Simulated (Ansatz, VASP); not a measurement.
**Two plane-wave programs on Hf5Te**

```xyz
6
Lattice="6.0294 0.0000 0.0000 -3.0147 5.2216 0.0000 0.0000 0.0000 4.8315" Properties=species:S:1:pos:R:3 pbc="T T T"
Hf    3.0147    0.0000    2.4157
Hf    1.5074    2.6108    2.4157
Hf   -1.5074    2.6108    2.4157
Hf    0.0000    3.4811    0.0000
Hf    3.0147    1.7405    0.0000
Te    0.0000    0.0000    0.0000
```

Change from the starting cell: species swapped into the CaZn5 type (P6/mmm, No. 191).

Alike in both runs: functional PBE; k mesh 3 × 3 × 4; occupations gaussian, width 0.1 eV; no spin polarisation.

Ansatz relaxed the structure, and its values are those at the end. VASP's run is a single point on that final structure, the one shown.

```csv
,VASP,Ansatz
version,VASP 6.6.1,Ansatz 0.2.0
potentials or method,"VASP PAW PBE potentials, release 64 (Hf_pv, Te), cutoff 520 eV","scalar-relativistic, plane waves, PAW"
valence electrons in the cell,56,146
```

Ansatz gave:

* gap on the k mesh at the Fermi level (eV): none
* pressure (GPa): -0.4

**Question.** What did VASP give for the same quantities?

**Answer.** gap on the k mesh at the Fermi level (eV): none; pressure (GPa): -0.6.

A gap of «none» marks a metal or a gap that the smearing closes. With one functional, cell and mesh, what is left measures potentials, basis and numerics. VASP's potentials hold 56 valence electrons a cell and Ansatz's 146, so a difference there can come from the potentials and not from the codes.

The k mesh is coarse, so the values compare programs but aren't converged. Neither program's run includes spin-orbit coupling.
